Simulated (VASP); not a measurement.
A run of VASP 6.6.1 is set up as follows.

Contents of POSCAR:

```
Mn
1.0
    2.9351257874      0.0000000000      0.0000000000
   -1.4675628937      2.5418934952      0.0000000000
    0.0000000000      0.0000000000      8.8533446047
Mn
4
Direct
    0.0000000000      1.0000000000      1.0000000000
    0.0000000000      1.0000000000      0.5000000000
    0.3333333333      0.6666666667      0.2500000000
    0.6666666667      0.3333333333      0.7500000000
```

Contents of INCAR.step1:

```
ALGO     = Normal         # electronic algorithm
EDIFF    = 1E-4           # SCF threshold, eV
ENCUT    = 520            # plane-wave cutoff, eV
GGA      = PE             # functional
ISMEAR   = -1             # smearing method
ISPIN    = 2              # spin polarisation
LASPH    = T              # aspherical terms in the spheres
LCHARG   = F              # write CHGCAR
LMAXMIX  = 4              # l up to which the mixer works
LREAL    = F              # projectors in reciprocal space
LWAVE    = T              # write WAVECAR
MAGMOM   = 3.68 3.68 -3.689 -3.689 # initial moments
NBANDS   = 38             # bands
NELM     = 150            # most SCF steps
PREC     = Accurate       # precision mode
SIGMA    = 0.05           # smearing width, eV
```

File INCAR.step2:

```
ALGO     = Normal         # electronic algorithm
EDIFF    = 1E-6           # SCF threshold, eV
ENCUT    = 520            # plane-wave cutoff, eV
ISIF     = 2              # what is computed and relaxed
ISMEAR   = -1             # smearing method
ISPIN    = 2              # spin polarisation
ISTART   = 1            
LASPH    = T              # aspherical terms in the spheres
LCHARG   = T              # write CHGCAR
LELF     = T              # ELF
LMAXMIX  = 4              # l up to which the mixer works
LMIXTAU  = T            
LORBIT   = 11             # projections on sites
LREAL    = F              # projectors in reciprocal space
LVHAR    = T            
LWAVE    = F              # write WAVECAR
MAGMOM   = 3.68 3.68 -3.689 -3.689 # initial moments
METAGGA  = R2SCAN         # meta-GGA
NBANDS   = 38             # bands
NELM     = 150            # most SCF steps
PREC     = Accurate       # precision mode
SIGMA    = 0.05           # smearing width, eV
```

Contents of KPOINTS:

```
k-points
0
Gamma
  14 14 4
```

Potentials or basis: VASP PAW PBE potentials, release 64 (Mn_pv).

Command:

```bash
$ cat potpaw_PBE.64/Mn_pv/POTCAR > POTCAR
$ cp INCAR.step1 INCAR
$ mpirun -np 1 vasp_std > vasp.out
$ cp INCAR.step2 INCAR
$ mpirun -np 1 vasp_std > vasp.out
```

(1) Estimate the site moments.

(2) Predict the net moment.

(3) Predict the pressure.

Results:

(1) Mn +3.88, -3.91 (each value once) μB.

(2) -0.07 μB per cell.

(3) -6.3 GPa.

Caveat: the cell stands under tension; the PAW data sets were made with another functional, which shifts forces and pressure a little.
